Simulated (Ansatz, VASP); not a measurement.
# BeSe4 in VASP and in Ansatz

INCAR

```
  ALGO = Normal
  EDIFF = 1E-6
  EDIFFG = -0.01
  ENCUT = 600
  GGA = PE
  IBRION = 2
  ISIF = 3
  ISMEAR = 0
  LASPH = True
  LCHARG = False
  LREAL = False
  LWAVE = False
  NELM = 60
  NSW = 100
  PREC = Accurate
  SIGMA = 0.1
```

The input KPOINTS:

```
k-points
0
Gamma
  6 6 10
```

POSCAR

```
BeSe4
1.0
    4.0484889643     -4.6297163995      0.0000000000
    4.0484889643      4.6297163995      0.0000000000
    0.0000000000      0.0000000000      3.5113047147
Be Se
1 4
Direct
    0.0000000000      0.0000000000      0.0000000000
    0.6210078113      0.3789921887      0.0000000000
    0.1616384649      0.1616384649      0.5000000000
    0.8383615351      0.8383615351      0.5000000000
    0.3789921887      0.6210078113      0.0000000000
```

Input for Ansatz:

```yaml
crystal:
  lattice:
    - [4.0484889643, -4.6297163995, 0.0]
    - [4.0484889643, 4.6297163995, 0.0]
    - [0.0, 0.0, 3.5113047147]
  atoms:
    - { symbol: Be, position: [0.0, 0.0, 0.0] }
    - { symbol: Se, position: [0.6210078113, 0.3789921887, 0.0] }
    - { symbol: Se, position: [0.1616384649, 0.1616384649, 0.5] }
    - { symbol: Se, position: [0.8383615351, 0.8383615351, 0.5] }
    - { symbol: Se, position: [0.3789921887, 0.6210078113, 0.0] }
basis:
  ecutwfc: 420
kpoints:
  mp_grid: { grid: [6, 6, 10] }
hamiltonian:
  xc: pbe
scf:
  occupations: { method: gaussian, width: 0.1 }
output:
  forces: true
  stress: true
  eigenvalues: true
  write_density: true
  write_potential: true
  elf: true
  volumetric_format: npy
relax:
  adjacent_minimum: "off"
  f_tol: 0.01
  max_steps: 80
  cell: { stress_tol: 0.05 }
```

Change from the starting cell: species swapped into the OsCl4 type (Cmmm, No. 65).

Alike in both runs: task relaxation of cell and atoms; functional PBE; k mesh 6 × 6 × 10; occupations gaussian, width 0.1 eV; no spin polarisation.

|  | VASP | Ansatz |
| --- | --- | --- |
| version | VASP 6.6.1 | Ansatz 0.2.0 |
| potentials or method | VASP PAW PBE potentials, release 64 (Be, Se), cutoff 600 eV | scalar-relativistic, plane waves, PAW |
| valence electrons in the cell | 26 | 66 |

```csv
,VASP,Ansatz,Ansatz less VASP
"gap on the k mesh at the Fermi level, each at its own relaxed structure (eV)",none,none,-
relaxed volume (Å³/atom),28.74,28.27,-0.474
relaxed length of the cell vector where the two differ most in proportion (Å),6.472,6.406,-0.0665
```

A gap of «none» marks a metal or a gap that the smearing closes. VASP's potentials hold 26 valence electrons a cell and Ansatz's 66, so a difference there can come from the potentials and not from the codes.
